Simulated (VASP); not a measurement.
Set up this calculation in VASP 6.6.1, as the native input.

```
Task                   : electric field gradients
Functional             : PBE
Potentials or basis    : VASP PAW PBE potentials, release 64 (Ni)
Cutoff                 : 520 eV
k mesh                 : 18 × 18 × 18
Occupations            : fermi-dirac, width 0.05 eV
Spin                   : collinear spin, ferromagnetic start
Starting moments       : [1.5] μB
Dipole correction      : no
Further INCAR settings : ALGO = Normal; EDIFF = 1e-08; NBANDS = 15
```

The structure of Ni lies in POSCAR:

```
Ni
1.0
    0.0000000000      1.7560842062      1.7560842062
    1.7560842062      0.0000000000      1.7560842062
    1.7560842062      1.7560842062      0.0000000000
Ni
1
Direct
    0.0000000000      0.0000000000      0.0000000000
```

This cell differs from its parent crystal: volume scaled by 0.98.

These files were run (other wordings do the same):

INCAR

```
PREC = Accurate ; ENCUT = 520
EDIFF = 1E-8 ; ISMEAR = -1
SIGMA = 0.05 ; LREAL = False
LASPH = True ; NELM = 150
ALGO = Normal ; ISIF = 2
LWAVE = False ; LCHARG = False
ISPIN = 2 ; MAGMOM = 1.5
LORBIT = 11 ; LMAXMIX = 4
GGA = PE ; LEFG = True
NBANDS = 15
```

KPOINTS

```
regular mesh
0
Gamma
  18 18 18
```

Potentials or basis: VASP PAW PBE potentials, release 64 (Ni).

Command:

```bash
$ cat potpaw_PBE.64/Ni/POTCAR > POTCAR
$ mpirun -np 1 vasp_std > vasp.out
```

It gave:

```
Pressure                                              : 1.0 GPa
Net moment                                            : 0.62 μB per cell
Site moments                                          : Ni +0.63 μB
Valence electrons inside the program's atomic spheres : Ni 9.32
```

Caveat: without QUAD_EFG the Cq values of the log hold for a quadrupole moment of 1 mb, not for the nuclei.

Wall time 61 s on 1 thread of AMD EPYC 7R13 Processor (Zen 3), with other jobs on the host, peak memory 0.13 GiB.
